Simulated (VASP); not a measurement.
Set up this calculation in VASP 6.6.1, as the native input.

```
Task                   : relaxation of cell and atoms
Functional             : r2SCAN
Potentials or basis    : VASP PAW PBE potentials, release 64 (Sn_d, Se)
Cutoff                 : 600 eV
k mesh                 : 6 × 6 × 4
Occupations            : fermi-dirac, width 0.02 eV
Spin                   : no spin polarisation
Dipole correction      : no
Further INCAR settings : ALGO = Normal; EDIFF = 1e-07; IBRION = 2; EDIFFG = -0.005; NSW = 80; ISIF = 3
```

SnSe:

```
Sn Se
1.0
     4.16772    0.00000    0.00000
    -2.08386    3.60935    0.00000
     0.00000    0.00000    7.50814
Sn Se
2 2
Direct
  0.00000 0.00000 0.00000
  0.00000 0.00000 0.50000
  0.33333 0.66667 0.25000
  0.66667 0.33333 0.75000
```

The input as run:

POSCAR

```
SnSe
1.0
    4.1677160967      0.0000000000      0.0000000000
   -2.0838580484      3.6093480155      0.0000000000
    0.0000000000      0.0000000000      7.5081356780
Sn Se
2 2
Direct
    0.0000000000      0.0000000000      0.0000000000
    0.0000000000      0.0000000000      0.5000000000
    0.3333333333      0.6666666667      0.2500000000
    0.6666666667      0.3333333333      0.7500000000
```

INCAR.step1

```
  ALGO = Normal
  EDIFF = 1E-4
  ENCUT = 600
  GGA = PE
  ISMEAR = -1
  LASPH = True
  LCHARG = False
  LREAL = False
  LWAVE = True
  NELM = 100
  PREC = Accurate
  SIGMA = 0.02
```

INCAR.step2

```
  ALGO = Normal
  EDIFF = 1E-7
  EDIFFG = -0.005
  ENCUT = 600
  IBRION = 2
  ISIF = 3
  ISMEAR = -1
  ISTART = 1
  LASPH = True
  LCHARG = False
  LMIXTAU = True
  LREAL = False
  LWAVE = False
  METAGGA = R2SCAN
  NELM = 100
  NSW = 80
  PREC = Accurate
  SIGMA = 0.02
```

KPOINTS

```
k-points
0
Gamma
  6 6 4
```

Potentials or basis: VASP PAW PBE potentials, release 64 (Sn_d, Se).

Launch:

```sh
$ cat potpaw_PBE.64/Sn_d/POTCAR potpaw_PBE.64/Se/POTCAR > POTCAR
$ cp INCAR.step1 INCAR
$ mpirun -np 1 vasp_std > vasp.out
$ cp INCAR.step2 INCAR
$ mpirun -np 1 vasp_std > vasp.out
```

Results of the run:

- Relaxed volume: 27.76 Å³/atom
- Relaxed cell: a = 4.138 Å, b = 4.138 Å, c = 7.487 Å, α = 90.00°, β = 90.00°, γ = 120.00°
- Space group after relaxing (to 0.05 Å): P6_3/mmc (No. 194)
- Energy gained by relaxing: 1.3 meV/atom
- Ionic steps: 7
- Pressure after relaxing: 0.0 GPa
- Band gap on the k mesh: zero (band 20 reaches 6.10 eV, above the bottom of band 21 at 5.46 eV)

Caveat: the PAW data sets were made with another functional, which shifts forces and pressure a little; spin-orbit coupling is left out, which moves the levels of the heavy elements.

Wall time 18 min on 1 thread of AMD EPYC 9R45 96-Core Processor (Zen 5) (shared host), peak memory 0.3 GiB.
